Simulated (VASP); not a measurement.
# AgRh (P-6m2) in VASP: a series of runs, part 2 of 2

VASP 6.6.1. The steps go on from the part before.

### 3 Single point, BLYP (16.06 Å³/atom)

Input file INCAR:

```
AGGAC = 1.0 ; AGGAX = 1.0
ALDAC = 0.0 ; ALDAX = 1.0
ALGO = Normal ; EDIFF = 1E-6
ENCUT = 520 ; GGA = B5
ISIF = 2 ; ISMEAR = 1
LASPH = True ; LCHARG = False
LREAL = False ; LWAVE = False
NBANDS = 20 ; NELM = 80
PREC = Accurate ; SIGMA = 0.1
```

Input file KPOINTS:

```
k-points
0
Gamma
  11 11 6
```

Input file POSCAR:

```
AgRh
1.0
    2.7775881998      0.0000000000      0.0000000000
   -1.3887940999      2.4054619423      0.0000000000
    0.0000000000      0.0000000000      4.8086020000
Ag Rh
1 1
Direct
    0.0000000000      0.0000000000      0.5000000000
    0.6666666667      0.3333333333      0.0000000000
```

Potentials or basis: VASP PAW PBE potentials, release 64 (Ag, Rh_pv).

On the command line:

```sh
$ cat potpaw_PBE.64/Ag/POTCAR potpaw_PBE.64/Rh_pv/POTCAR > POTCAR
$ mpirun -np 1 vasp_std > vasp.out
```

OUTCAR:

```text
EDIFF = 1E-6
   ENCUT = 520
   GGA = B5
   ISIF = 2
   ISMEAR = 1
   LASPH = True
   LREAL = False
   NELM = 80
   PREC = Accurate

 ion  position               nearest neighbor table
   1  0.000  0.000  0.500-   2 2.89   2 2.89   2 2.89   2 2.89   2 2.89   2 2.89
   2  0.667  0.333  0.000-   1 2.89   1 2.89   1 2.89   1 2.89   1 2.89   1 2.89

  LATTYP: Found a hexagonal cell.
 ALAT       =     2.7775881998
 C/A-ratio  =     1.7312148721

  Lattice vectors:

 A1 = (   2.7775881998,   0.0000000000,   0.0000000000)
 A2 = (  -1.3887940999,   2.4054619423,   0.0000000000)
 A3 = (   0.0000000000,   0.0000000000,   4.8086020000)

Analysis of symmetry for initial positions (statically):
=====================================================================
 Subroutine PRICEL returns:
 Original cell was already a primitive cell.

 Routine SETGRP: Setting up the symmetry group for a
 hexagonal supercell.

 Subroutine GETGRP returns: Found 12 space group operations
 (whereof 12 operations were pure point group operations)
 out of a pool of 24 trial point group operations.
[... 152 lines left out ...]
   NGX = 11   NGY = 11   NGZ = 17

 number of electron      25.9999997 magnetization

 Free energy of the ion-electron system (eV)
  ---------------------------------------------------
  ext. energy  EPLUGINS =         0.00000000
  ---------------------------------------------------
  free energy    TOTEN  =        -7.73836808 eV

  energy without entropy =       -7.73904632  energy(sigma->0) =       -7.73859416

 E-fermi :   9.3140     XC(G=0): -12.1823

 val. band max:        9.2951917968   @ k =   0.0909   0.0909   0.3333
 cond. band min:       9.3259050586   @ k =   0.2727   0.0000   0.0000
 fundamental gap:      0.0307132618
 Fermi energy:         9.3140301204

 k-point     1 :       0.0000    0.0000    0.0000
  band No.  band energies     occupation
      1     -36.1224      2.00000
      2     -36.1183      2.00000
      3     -36.1182      2.00000
      4       2.3022      2.00000
      5       3.6113      2.00000
      6       4.9941      2.00000
[... 541 lines left out ...]
     19      26.3498      0.00000
     20      27.4837      0.00000

 [... further k-points ...]
[... 5 lines left out ...]
  --------------------------------------------------------------------------------------
  -------------------------------------------------------------------------------------
  Total        1.4835622      1.4835622      1.3307156      0.0000000     -0.0000000      0.0000000
  in kB       73.9828653     73.9828653     66.3606550      0.0000000     -0.0000000      0.0000000
  external PRESSURE =      71.4421286 kB  Pullay stress =       0.0000000 kB

 VOLUME and BASIS-vectors are now :
 -----------------------------------------------------------------------------
  energy-cutoff  :      520.00
  volume of cell :       32.13
      direct lattice vectors                 reciprocal lattice vectors
     2.777588200  0.000000000  0.000000000     0.360024571  0.207860283  0.000000000
    -1.388794100  2.405461942  0.000000000     0.000000000  0.415720566  0.000000000
     0.000000000  0.000000000  4.808602000     0.000000000  0.000000000  0.207960651

 POSITION                                       TOTAL-FORCE (eV/Angst)
 -----------------------------------------------------------------------------------
      0.00000      0.00000      2.40430         0.000000     -0.000000      0.000000
      1.38879      0.80182      0.00000        -0.000000      0.000000      0.000000
 -----------------------------------------------------------------------------------
    total drift:                               -0.000000      0.000000      0.000000

  FREE ENERGIE OF THE ION-ELECTRON SYSTEM (eV)
  ---------------------------------------------------
  free  energy   TOTEN  =        -7.7383680827 eV

  energy  without entropy=       -7.7390463233  energy(sigma->0) =       -7.73859416
```

OSZICAR:

```text
N       E                     dE             d eps       ncg     rms          rms(c)
DAV:   1     0.221548857946E+03    0.22155E+03   -0.15717E+04  2560   0.139E+03
DAV:   2    -0.397696894833E+01   -0.22553E+03   -0.21863E+03  2668   0.376E+02
DAV:   3    -0.843283726244E+01   -0.44559E+01   -0.44261E+01  2884   0.596E+01
DAV:   4    -0.845851818058E+01   -0.25681E-01   -0.25678E-01  2872   0.449E+00
DAV:   5    -0.845890022889E+01   -0.38205E-03   -0.38205E-03  2892   0.574E-01    0.887E+00
DAV:   6    -0.781255299681E+01    0.64635E+00   -0.26682E+00  2700   0.199E+01    0.592E+00
DAV:   7    -0.776986204489E+01    0.42691E-01   -0.75719E-01  2684   0.834E+00    0.255E+00
DAV:   8    -0.774314691598E+01    0.26715E-01   -0.17883E-01  2680   0.428E+00    0.168E+00
DAV:   9    -0.773843910800E+01    0.47078E-02   -0.13678E-02  2916   0.112E+00    0.127E-01
DAV:  10    -0.773837203740E+01    0.67071E-04   -0.50903E-04  2808   0.149E-01    0.467E-02
DAV:  11    -0.773836921810E+01    0.28193E-05   -0.82001E-05  2880   0.817E-02    0.107E-02
DAV:  12    -0.773836780118E+01    0.14169E-05   -0.40521E-06  2468   0.227E-02    0.404E-03
DAV:  13    -0.773836808273E+01   -0.28155E-06   -0.45551E-07  1556   0.728E-03
   1 F= -.77383681E+01 E0= -.77385942E+01  d E =0.678241E-03
```

stdout:

```text
POSCAR found type information on POSCAR AgRh
 POSCAR found :  2 types and       2 ions
 scaLAPACK will be used
 -----------------------------------------------------------------------------
|                                                                             |
|                                                                             |
|     You enforced a specific xc type in the INCAR file but a different       |
|     I HOPE YOU KNOW WHAT YOU ARE DOING!                                     |
|                                                                             |
 -----------------------------------------------------------------------------

 LDA part: xc-table for (Slater(with rela. corr.)+VWN5), standard interpolation
 POSCAR, INCAR and KPOINTS ok, starting setup
 FFT: planning ... GRIDC
 FFT: planning ... GRID_SOFT
 FFT: planning ... GRID
 WAVECAR not read
 entering main loop
```

Wall time 43 s (1 thread of Intel Xeon 8259CL, shared host); peak memory 0.18 GiB.

What came out:

- Free energy: -7.7384 eV
- Pressure: 7.1 GPa
- Band gap on the k mesh: zero (bands 13 and 14 overlap by 1.33 eV)

Stress tensor (GPa, compression positive):
```
7.40 0.00 0.00
0.00 7.40 0.00
0.00 0.00 6.64
```

Caveat: the cell stands under pressure; the PAW data sets were made with another functional, which shifts forces and pressure a little.

### 4 Single point, BLYP (16.39 Å³/atom)

This run uses another cell than the first one, of 16.39 Å³/atom.

Input file INCAR:

```
SYSTEM = AgRh
  AGGAC = 1.0
  AGGAX = 1.0
  ALDAC = 0.0
  ALDAX = 1.0
  ALGO = Fast
  EDIFF = 1E-6
  ENCUT = 520
  GGA = B5
  ISIF = 2
  ISMEAR = 1
  LASPH = .True.
  LCHARG = .False.
  LREAL = .False.
  LWAVE = .False.
  NBANDS = 20
  NELM = 100
  PREC = Accurate
  SIGMA = 0.1
```

Input file KPOINTS:

```
k-points
0
Gamma
  11 11 6
  0 0 0
```

Input file POSCAR:

```
AgRh
1.0
    2.7959833597      0.0000000000      0.0000000000
   -1.3979916799      2.4213926181      0.0000000000
    0.0000000000      0.0000000000      4.8404479744
Ag Rh
1 1
Direct
    0.0000000000      0.0000000000      0.5000000000
    0.6666666667      0.3333333333      0.0000000000
```

On the command line:

```sh
$ cat potpaw_PBE.64/Ag/POTCAR potpaw_PBE.64/Rh_pv/POTCAR > POTCAR
$ mpirun -np 1 vasp_std > vasp.out
```

It took 57 s on 1 thread of Intel Xeon 8259CL, shared host; peak memory 0.18 GiB.

Results (log left out):

```
Free energy            : -7.7611 eV
Pressure               : 4.0 GPa
Band gap on the k mesh : zero (bands 13 and 14 overlap by 1.28 eV)
```

Stress tensor (GPa, compression positive):
```
4.13 0.00 0.00
0.00 4.13 0.00
0.00 0.00 3.87
```

Levels at points of the mesh, in eV from the Fermi level:
```tsv
k point	band 10	band 11	band 12	band 13	band 14	band 15	band 16	band 17
(0.00, 0.00, 0.00)	-3.11	-1.70	-1.70	0.14	0.14	0.49	5.21	16.98
(0.00, 0.00, 0.50)	-3.17	-2.31	-1.53	-1.53	0.10	0.10	11.59	12.49
```

Caveat: the cell stands under pressure; the PAW data sets were made with another functional, which shifts forces and pressure a little.

### 5 Single point, BLYP (16.71 Å³/atom)

This run uses another cell than the first one, of 16.71 Å³/atom.

Input file INCAR:

```
SYSTEM = AgRh
AGGAC = 1.0 ; AGGAX = 1.0
ALDAC = 0.0 ; ALDAX = 1.0
ALGO = Fast ; EDIFF = 1E-6
ENCUT = 520 ; GGA = B5
ISIF = 2 ; ISMEAR = 1
LASPH = .TRUE. ; LCHARG = .TRUE.
LELF = .TRUE. ; LREAL = .FALSE.
LVHAR = .TRUE. ; LWAVE = .FALSE.
NBANDS = 20 ; NELM = 60
PREC = Accurate ; SIGMA = 0.1
```

Input file KPOINTS:

```
k-points
0
G
  11 11 6
  0 0 0
```

Input file POSCAR:

```
AgRh
1.0
    2.8141396046      0.0000000000      0.0000000000
   -1.4070698023      2.4371163874      0.0000000000
    0.0000000000      0.0000000000      4.8718803355
Ag Rh
1 1
Direct
    0.0000000000      0.0000000000      0.5000000000
    0.6666666667      0.3333333333      0.0000000000
```

Potentials or basis: VASP PAW PBE potentials, release 64 (Ag, Rh_pv).

On the command line:

```sh
$ cat potpaw_PBE.64/Ag/POTCAR potpaw_PBE.64/Rh_pv/POTCAR > POTCAR
$ mpirun -np 1 vasp_std > vasp.out
```

OUTCAR:

```text
SYSTEM = AgRh
   EDIFF = 1E-6
   ENCUT = 520
   GGA = B5
   ISIF = 2
   ISMEAR = 1
   LASPH = .TRUE.
   LREAL = .FALSE.
   NELM = 60
   PREC = Accurate

 ion  position               nearest neighbor table
   1  0.000  0.000  0.500-   2 2.93   2 2.93   2 2.93   2 2.93   2 2.93   2 2.93
   2  0.667  0.333  0.000-   1 2.93   1 2.93   1 2.93   1 2.93   1 2.93   1 2.93

  LATTYP: Found a hexagonal cell.
 ALAT       =     2.8141396046
 C/A-ratio  =     1.7312148720

  Lattice vectors:

 A1 = (   2.8141396046,   0.0000000000,   0.0000000000)
 A2 = (  -1.4070698023,   2.4371163874,   0.0000000000)
[... 190 lines left out ...]
      4       1.9920      2.00000
      5       3.2643      2.00000
      6       4.5539      2.00000
[... 541 lines left out ...]
     19      25.4769      0.00000
     20      26.6310      0.00000

 [... further k-points ...]
[... 5 lines left out ...]
  --------------------------------------------------------------------------------------
  -------------------------------------------------------------------------------------
  Total        0.2559960      0.2559960      0.2956497     -0.0000000     -0.0000000      0.0000000
  in kB       12.2751077     12.2751077     14.1765169     -0.0000000     -0.0000000      0.0000000
  external PRESSURE =      12.9089107 kB  Pullay stress =       0.0000000 kB

 VOLUME and BASIS-vectors are now :
 -----------------------------------------------------------------------------
  energy-cutoff  :      520.00
  volume of cell :       33.41
      direct lattice vectors                 reciprocal lattice vectors
     2.814139605  0.000000000  0.000000000     0.355348398  0.205160493  0.000000000
    -1.407069802  2.437116387  0.000000000     0.000000000  0.410320986  0.000000000
     0.000000000  0.000000000  4.871880336     0.000000000  0.000000000  0.205259557

 POSITION                                       TOTAL-FORCE (eV/Angst)
 -----------------------------------------------------------------------------------
      0.00000      0.00000      2.43594         0.000000      0.000000      0.000000
      1.40707      0.81237      0.00000         0.000000     -0.000000      0.000000
 -----------------------------------------------------------------------------------
    total drift:                               -0.000000      0.000000      0.000000

  FREE ENERGIE OF THE ION-ELECTRON SYSTEM (eV)
  ---------------------------------------------------
  free  energy   TOTEN  =        -7.7719850970 eV

  energy  without entropy=       -7.7721847643  energy(sigma->0) =       -7.77205165
```

OSZICAR:

```text
N       E                     dE             d eps       ncg     rms          rms(c)
DAV:   1     0.218248162091E+03    0.21825E+03   -0.15697E+04  2560   0.139E+03
DAV:   2    -0.418698850111E+01   -0.22244E+03   -0.21594E+03  2660   0.372E+02
DAV:   3    -0.844529847281E+01   -0.42583E+01   -0.42380E+01  2896   0.579E+01
DAV:   4    -0.846984642676E+01   -0.24548E-01   -0.24545E-01  2852   0.436E+00
DAV:   5    -0.847021370589E+01   -0.36728E-03   -0.36728E-03  2908   0.559E-01    0.801E+00
RMM:   6    -0.783872518357E+01    0.63149E+00   -0.15832E+00  2602   0.945E+00    0.512E+00
RMM:   7    -0.779893017344E+01    0.39795E-01   -0.16697E-01  2653   0.334E+00    0.241E+00
RMM:   8    -0.777716755242E+01    0.21763E-01   -0.30696E-02  2742   0.134E+00    0.158E+00
RMM:   9    -0.777203137118E+01    0.51362E-02   -0.77377E-03  2885   0.769E-01    0.110E-01
RMM:  10    -0.777197467746E+01    0.56694E-04   -0.51441E-04  3116   0.204E-01    0.292E-02
RMM:  11    -0.777198279967E+01   -0.81222E-05   -0.11515E-04  3235   0.883E-02    0.178E-02
RMM:  12    -0.777198490884E+01   -0.21092E-05   -0.18560E-05  3231   0.316E-02    0.737E-03
RMM:  13    -0.777198509697E+01   -0.18813E-06   -0.46552E-06  2466   0.181E-02
   1 F= -.77719851E+01 E0= -.77720517E+01  d E =0.199667E-03
```

Wall time 58 s (1 thread of Intel Xeon 8259CL, shared host); peak memory 0.18 GiB.

What came out:

| Quantity | Value |
| --- | --- |
| Free energy | -7.7720 eV |
| Pressure | 1.3 GPa |
| Band gap on the k mesh | zero (bands 13 and 14 overlap by 1.24 eV) |

Stress tensor (GPa, compression positive):
```
1.23 0.00 0.00
0.00 1.23 0.00
0.00 0.00 1.42
```

Levels at points of the mesh, in eV from the Fermi level:
| k point | band 10 | band 11 | band 12 | band 13 | band 14 | band 15 | band 16 | band 17 |
| --- | --- | --- | --- | --- | --- | --- | --- | --- |
| (0.00, 0.00, 0.00) | -3.04 | -1.65 | -1.65 | 0.14 | 0.14 | 0.53 | 5.08 | 16.93 |
| (0.00, 0.00, 0.50) | -3.14 | -2.23 | -1.49 | -1.49 | 0.10 | 0.10 | 11.44 | 12.31 |

Caveat: the PAW data sets were made with another functional, which shifts forces and pressure a little.

### 6 The runs side by side

| level | cell | smearing | gap on the mesh (eV) | pressure (GPa) |
| --- | --- | --- | --- | --- |
| PBEsol | a = 2.778, b = 2.778, c = 4.809 Å, angles 90.0, 90.0, 120.0°, 2 atoms | gaussian 0.02 eV | none | -10.8 |
| BLYP | a = 2.778, b = 2.778, c = 4.809 Å, angles 90.0, 90.0, 120.0°, 2 atoms | methfessel-paxton 0.1 eV | none | 7.1 |
| BLYP | a = 2.796, b = 2.796, c = 4.840 Å, angles 90.0, 90.0, 120.0°, 2 atoms | methfessel-paxton 0.1 eV | none | 4.0 |
| BLYP | a = 2.814, b = 2.814, c = 4.872 Å, angles 90.0, 90.0, 120.0°, 2 atoms | methfessel-paxton 0.1 eV | none | 1.3 |

Alike in all rows: task single point; potentials or basis VASP PAW PBE potentials, release 64 (Ag, Rh_pv); no spin polarisation; k mesh 11 × 11 × 6; cutoff (eV) 520.

Caveats: the PAW data sets were made with another functional, which shifts forces and pressure a little; the cell stands under pressure (at least some runs); the cell stands under tension (at least some runs).

Total energies depend on the potentials used, so only differences within one code and one set of settings carry meaning.
